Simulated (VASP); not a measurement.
The system is B.

```
B
1.0
     0.00000    1.48534    1.48534
     1.48534    0.00000    1.48534
     1.48534    1.48534    0.00000
B
1
Direct
  0.00000 0.00000 0.00000
```

```yaml
Program: VASP 6.6.1
Task: relaxation of cell and atoms
Functional: RPBE
Potentials_or_basis: VASP PAW PBE potentials, release 64 (B)
Cutoff: 600 eV
k_mesh: 18 × 18 × 18
Occupations: fermi-dirac, width 0.1 eV
Spin: no spin polarisation
```

At the start: pressure -20.3 GPa; volume 6.55 Å³/atom.

Question: How do energy, volume and symmetry change on relaxing?

Answer: Over 3 steps the energy falls by 39.6 meV/atom and the volume is 5.97 Å³/atom (-8.8 %); space group Fm-3m (No. 225, to 0.05 Å).

Step by step:
| step | energy change (eV) | largest force (eV/Å) | pressure (GPa) | volume (Å³) |
| --- | --- | --- | --- | --- |
| 1 | 0.0000 | 0.0000 | -20.30 | 6.55 |
| 2 | -0.0350 | 0.0000 | 8.44 | 5.80 |
| 3 | -0.0396 | 0.0000 | 0.05 | 5.97 |

Final structure:
```
CELL_PARAMETERS angstrom
0.00000 1.44019 1.44019
1.44019 0.00000 1.44019
1.44019 1.44019 0.00000
ATOMIC_POSITIONS crystal
B 0.00000 0.00000 0.00000
```

Caveat: the PAW data sets were made with another functional, which shifts forces and pressure a little.
